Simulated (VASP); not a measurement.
# CdRe2 (Fd-3m) in VASP: further runs

The runs below take CdRe2 through single point, relaxation of cell and atoms, with PBE.

Everything below comes from runs of VASP 6.6.1. Logs are shortened: lines on timing, memory, paths and dates and some standing lists are left out, and cuts for length are marked.

### 1 The cell of the first run

The structure is cubic, space group Fd-3m (No. 227). Conventional cell: a = 7.482 Å, b = 7.482 Å, c = 7.482 Å, α = 90.00°, β = 90.00°, γ = 90.00°. Within 4.1 Å of Cd (site symmetry -43m) lie 12 Re at 3.10 Å and 4 Cd at 3.24 Å. Re (site symmetry -3m) has 6 Re at 2.65 Å and 6 Cd at 3.10 Å within 3.5 Å.

The cell was generated, and may not be a known phase.

### 2 Single point, PBE

INCAR

```
SYSTEM = CdRe2
  PREC = Accurate
  ENCUT = 520
  EDIFF = 1E-7
  ISMEAR = 0
  SIGMA = 0.1
  LREAL = .FALSE.
  LASPH = .TRUE.
  NELM = 60
  ALGO = Fast
  ISIF = 2
  LWAVE = .FALSE.
  LCHARG = .FALSE.
  GGA = PE
  NBANDS = 35
```

KPOINTS

```
regular mesh
0
G
  10 10 10
  0 0 0
```

POSCAR

```
CdRe2
1.0
    0.0000000000      3.7411700387      3.7411700387
    3.7411700387      0.0000000000      3.7411700387
    3.7411700387      3.7411700387      0.0000000000
Cd Re
2 4
Direct
    0.5000000000      0.5000000000      0.5000000000
    0.7500000000      0.7500000000      0.7500000000
    0.1250000000      0.1250000000      0.1250000000
    0.6250000000      0.1250000000      0.1250000000
    0.1250000000      0.1250000000      0.6250000000
    0.1250000000      0.6250000000      0.1250000000
```

Potentials or basis: VASP PAW PBE potentials, release 64 (Cd, Re).

Launch:

```console
> cat potpaw_PBE.64/Cd/POTCAR potpaw_PBE.64/Re/POTCAR > POTCAR
> mpirun -np 1 vasp_std > vasp.out
```

OUTCAR:

```text
SYSTEM = CdRe2
   PREC = Accurate
   ENCUT = 520
   EDIFF = 1E-7
   ISMEAR = 0
   LREAL = .FALSE.
   LASPH = .TRUE.
   NELM = 60
   ISIF = 2
   GGA = PE

 ion  position               nearest neighbor table
   1  0.500  0.500  0.500-   3 3.10   5 3.10   6 3.10   3 3.10   4 3.10   5 3.10   3 3.10   4 3.10
                             6 3.10   4 3.10   5 3.10   6 3.10   2 3.24   2 3.24   2 3.24   2 3.24
   2  0.750  0.750  0.750-   3 3.10   4 3.10   6 3.10   3 3.10   4 3.10   5 3.10   3 3.10   5 3.10
                             6 3.10   4 3.10   5 3.10   6 3.10   1 3.24   1 3.24   1 3.24   1 3.24
   3  0.125  0.125  0.125-   4 2.65   5 2.65   6 2.65   5 2.65   6 2.65   4 2.65   1 3.10   2 3.10
                             1 3.10   2 3.10   1 3.10   2 3.10
   4  0.625  0.125  0.125-   3 2.65   5 2.65   6 2.65   3 2.65   5 2.65   6 2.65   2 3.10   1 3.10
                             2 3.10   1 3.10   1 3.10   2 3.10
   5  0.125  0.125  0.625-   3 2.65   3 2.65   4 2.65   6 2.65   6 2.65   4 2.65   1 3.10   2 3.10
                             1 3.10   2 3.10   1 3.10   2 3.10
   6  0.125  0.625  0.125-   3 2.65   5 2.65   3 2.65   4 2.65   5 2.65   4 2.65   1 3.10   2 3.10
                             1 3.10   2 3.10   1 3.10   2 3.10

  LATTYP: Found a face centered cubic cell.
 ALAT       =     7.4823400774

  Lattice vectors:

 A1 = (   0.0000000000,   3.7411700387,   3.7411700387)
 A2 = (   3.7411700387,   0.0000000000,   3.7411700387)
 A3 = (   3.7411700387,   3.7411700387,   0.0000000000)

Analysis of symmetry for initial positions (statically):
=====================================================================
 Subroutine PRICEL returns:
 Original cell was already a primitive cell.

 Routine SETGRP: Setting up the symmetry group for a
 face centered cubic supercell.

 Subroutine GETGRP returns: Found 48 space group operations
 (whereof 24 operations were pure point group operations)
 out of a pool of 48 trial point group operations.

The static configuration has the point symmetry T_d .
 The point group associated with its full space group is O_h .

Analysis of symmetry for dynamics (positions and initial velocities):
=====================================================================
 Subroutine PRICEL returns:
 Original cell was already a primitive cell.

 Routine SETGRP: Setting up the symmetry group for a
 face centered cubic supercell.

 Subroutine GETGRP returns: Found 48 space group operations
 (whereof 24 operations were pure point group operations)
 out of a pool of 48 trial point group operations.

The dynamic configuration has the point symmetry T_d .
 The point group associated with its full space group is O_h .

 Subroutine INISYM returns: Found 48 space group operations
 (whereof 24 operations are pure point group operations),
 and found     1 'primitive' translations
[... 106 lines left out ...]
   NSW    =      0    number of steps for IOM
   IBRION =     -1    ionic relax: 0-MD 1-quasi-New 2-CG
   NFREE  =      0    steps in history (QN), initial steepest desc. (CG)
   ISIF   =      2    stress and relaxation
   ISYM   =      2    0-nonsym 1-usesym 2-fastsym
   POTIM  = 0.5000    time-step for ionic-motion
   TEBEG  =    0.0;   TEEND  =   0.0 temperature during run
   PSTRESS=    0.0 pullay stress
   NELECT =      52.0000    total number of electrons
   NUPDOWN=      -1.0000    fix difference up-down
   EMIN   =  10.00;   EMAX   =-10.00  energy-range for DOS
   EFERMI =   0.00;   METHOD = LEGACY
   ISMEAR =     0;   SIGMA  =   0.10  broadening in eV -4-tet -1-fermi 0-gaus
   EFERMI_NEDOS =   21; number of points for ismear=-14 and -15
   IALGO  =     68    algorithm
   IMIX   =      4    mixing-type and parameters
     AMIX     =   0.40;   BMIX     =  1.00
     AMIX_MAG =   1.60;   BMIX_MAG =  1.00
  volume/ion in A,a.u.               =      17.45       117.79
  Fermi-wavevector in a.u.,A,eV,Ry     =   1.296359  2.449763 22.865213  1.680546
  Thomas-Fermi vector in A             =   2.427820
   LORBIT       =      0    0 simple, 1 ext, 2 COOP (PROOUT), +10 PAW based schemes
   GGA     = PE    functional components
   LHFCALC =     F    Hartree Fock is set to
   AEXX    =    0.0000 exact exchange contribution
   IVDW    =     0    specifies the selected vdW correction
   LEPSILON=     F    determine dielectric tensor
   LRPA    =     F    only Hartree local field effects (RPA)
 non-spin polarized calculation
 RMM-DIIS sequential band-by-band and
 Gauss-broadening in eV      SIGMA  =   0.10
  energy-cutoff  :      520.00
  volume of cell :      104.73
 maximum number of plane-waves:      2840
   NGX = 19   NGY = 19   NGZ = 19

 number of electron      51.9999987 magnetization

 Free energy of the ion-electron system (eV)
  ---------------------------------------------------
  ext. energy  EPLUGINS =         0.00000000
  ---------------------------------------------------
  free energy    TOTEN  =       -47.51224504 eV

  energy without entropy =      -47.49266346  energy(sigma->0) =      -47.50245425

 E-fermi :   5.6276     XC(G=0): -12.5150

 val. band max:        5.6231055399   @ k =   0.3000   0.3000   0.0000
 cond. band min:       5.6281248966   @ k =  -0.3000   0.4000   0.1000
 fundamental gap:      0.0050193566
 Fermi energy:         5.6275683643

 k-point     1 :       0.0000    0.0000    0.0000
  band No.  band energies     occupation
      1      -3.8924      2.00000
      2      -3.1407      2.00000
      3      -3.1407      2.00000
      4      -3.1407      2.00000
      5      -3.0684      2.00000
      6      -3.0684      2.00000
[... 901 lines left out ...]
     34       7.8022      0.00000
     35      10.1690      0.00000

 [... further k-points ...]
[... 5 lines left out ...]
  --------------------------------------------------------------------------------------
  -------------------------------------------------------------------------------------
  Total       -0.0809558     -0.0809558     -0.0809558     -0.0000000      0.0000000      0.0000000
  in kB       -1.2385292     -1.2385292     -1.2385292     -0.0000000      0.0000000      0.0000000
  external PRESSURE =      -1.2385292 kB  Pullay stress =       0.0000000 kB

 VOLUME and BASIS-vectors are now :
 -----------------------------------------------------------------------------
  energy-cutoff  :      520.00
  volume of cell :      104.73
      direct lattice vectors                 reciprocal lattice vectors
     0.000000000  3.741170039  3.741170039    -0.133648029  0.133648029  0.133648029
     3.741170039  0.000000000  3.741170039     0.133648029 -0.133648029  0.133648029
     3.741170039  3.741170039  0.000000000     0.133648029  0.133648029 -0.133648029

 POSITION                                       TOTAL-FORCE (eV/Angst)
 -----------------------------------------------------------------------------------
      3.74117      3.74117      3.74117        -0.000000     -0.000000     -0.000000
      5.61176      5.61176      5.61176         0.000000      0.000000      0.000000
      0.93529      0.93529      0.93529         0.000000     -0.000000     -0.000000
      0.93529      2.80588      2.80588         0.000000     -0.000000     -0.000000
      2.80588      2.80588      0.93529         0.000000     -0.000000      0.000000
      2.80588      0.93529      2.80588         0.000000     -0.000000      0.000000
 -----------------------------------------------------------------------------------
    total drift:                               -0.000000     -0.000000      0.000000

  FREE ENERGIE OF THE ION-ELECTRON SYSTEM (eV)
  ---------------------------------------------------
  free  energy   TOTEN  =       -47.5122450382 eV

  energy  without entropy=      -47.4926634590  energy(sigma->0) =      -47.50245425
```

OSZICAR:

```text
N       E                     dE             d eps       ncg     rms          rms(c)
DAV:   1     0.406496474876E+03    0.40650E+03   -0.23886E+04  6270   0.174E+03
DAV:   2    -0.317600949352E+01   -0.40967E+03   -0.38778E+03  6322   0.762E+02
DAV:   3    -0.454058630889E+02   -0.42230E+02   -0.38137E+02  6194   0.326E+02
[... 12 lines left out ...]
RMM:  16    -0.475122432755E+02   -0.22686E-05   -0.24151E-05  4376   0.176E-02    0.305E-03
RMM:  17    -0.475122444164E+02   -0.11409E-05   -0.11282E-05  4022   0.140E-02    0.452E-03
RMM:  18    -0.475122447672E+02   -0.35073E-06   -0.36262E-06  3509   0.175E-02    0.404E-03
RMM:  19    -0.475122449620E+02   -0.19483E-06   -0.19077E-06  3450   0.169E-02    0.508E-03
RMM:  20    -0.475122450382E+02   -0.76210E-07   -0.85123E-07  3494   0.171E-02
   1 F= -.47512245E+02 E0= -.47502454E+02  d E =-.195816E-01
```

stdout:

```text
POSCAR found type information on POSCAR CdRe
 POSCAR found :  2 types and       6 ions
 scaLAPACK will be used
 LDA part: xc-table for (Slater+PW92), standard interpolation
 POSCAR, INCAR and KPOINTS ok, starting setup
 FFT: planning ... GRIDC
 FFT: planning ... GRID_SOFT
 FFT: planning ... GRID
 WAVECAR not read
 entering main loop
WARNING in EDDRMM: call to ZHEGV failed, returncode =   8  4     26
```

It took 5.2 min on 1 thread of Intel Xeon Platinum 8259CL at 2.50GHz (Skylake/Cascade Lake), shared host; peak memory 0.31 GiB.

Results:

| Quantity | Value |
| --- | --- |
| Free energy | -47.5122 eV |
| Pressure | -0.1 GPa |
| Band gap on the k mesh | zero (bands 26 and 27 overlap by 1.77 eV) |

Levels at points of the mesh, in eV from the Fermi level:
```
           k point  band 24  band 25  band 26  band 27  band 28  band 29
(0.00, 0.00, 0.00)     0.96     1.05     1.05     1.05     1.13     1.13
(0.50, 0.00, 0.00)    -1.57    -0.96    -0.96     0.79     1.10     1.10
(0.50, 0.50, 0.00)    -1.61    -1.08    -1.08    -0.72    -0.72     1.13
```

Caveat: spin-orbit coupling is left out, which moves the levels of the heavy elements.

### 3 Relaxation of cell and atoms, PBE

INCAR

```
  PREC = Accurate
  ENCUT = 600
  EDIFF = 1E-6
  ISMEAR = 0
  SIGMA = 0.1
  LREAL = False
  LASPH = True
  NELM = 60
  ALGO = Fast
  ISIF = 3
  LWAVE = False
  LCHARG = False
  GGA = PE
  IBRION = 2
  NSW = 100
  EDIFFG = -0.01
```

KPOINTS

```
Automatic mesh
0
Gamma
  10 10 10
```

POSCAR: that of step 2 with these lines changed.

```diff
@@ -2,5 +2,5 @@
 1.0
-    0.0000000000      3.7411700387      3.7411700387
-    3.7411700387      0.0000000000      3.7411700387
-    3.7411700387      3.7411700387      0.0000000000
+    0.0000000000      3.7396063785      3.7396063785
+    3.7396063785      0.0000000000      3.7396063785
+    3.7396063785      3.7396063785      0.0000000000
 Cd Re
```

Potentials or basis: VASP PAW PBE potentials, release 64 (Cd, Re).

Launch:

```console
> cat potpaw_PBE.64/Cd/POTCAR potpaw_PBE.64/Re/POTCAR > POTCAR
> mpirun -np 1 vasp_std > vasp.out
```

Run time: 18 min. Hardware: 1 thread of Intel Xeon Platinum 8259CL at 2.50GHz (Skylake/Cascade Lake), shared host; peak memory 0.39 GiB.

Results (log left out):

```
Free energy                           : -47.5150 eV
Relaxed volume                        : 17.44 Å³/atom
Relaxed cell                          : a = 5.290 Å, b = 5.290 Å, c = 5.290 Å, α = 60.00°, β = 60.00°, γ = 60.00°
Space group after relaxing (to 0.1 Å) : Fd-3m (No. 227)
Energy gained by relaxing             : 0.0 meV/atom
Ionic steps                           : 3
Pressure after relaxing               : 0.0 GPa
Band gap on the k mesh                : zero (bands 26 and 27 overlap by 1.78 eV)
```

The path:
| step | energy change (eV) | largest force (eV/Å) | pressure (GPa) | volume (Å³) |
| --- | --- | --- | --- | --- |
| 1 | 0.0000 | 0.0000 | 0.15 | 104.59 |
| 2 | -0.0001 | 0.0000 | -0.37 | 104.85 |
| 3 | -0.0003 | 0.0000 | 0.03 | 104.67 |

Final structure:
```
CELL_PARAMETERS angstrom
0.00000 3.74049 3.74049
3.74049 0.00000 3.74049
3.74049 3.74049 0.00000
ATOMIC_POSITIONS crystal
Cd 0.50000 0.50000 0.50000
Cd 0.75000 0.75000 0.75000
Re 0.12500 0.12500 0.12500
Re 0.62500 0.12500 0.12500
Re 0.12500 0.12500 0.62500
Re 0.12500 0.62500 0.12500
```

Levels at points of the mesh, in eV from the Fermi level:
| k point | band 24 | band 25 | band 26 | band 27 | band 28 | band 29 |
| --- | --- | --- | --- | --- | --- | --- |
| (0.00, 0.00, 0.00) | 0.99 | 1.05 | 1.05 | 1.05 | 1.13 | 1.13 |
| (0.50, 0.00, 0.00) | -1.57 | -0.96 | -0.96 | 0.79 | 1.10 | 1.10 |
| (0.50, 0.50, 0.00) | -1.61 | -1.08 | -1.08 | -0.72 | -0.72 | 1.13 |

Caveat: spin-orbit coupling is left out, which moves the levels of the heavy elements.
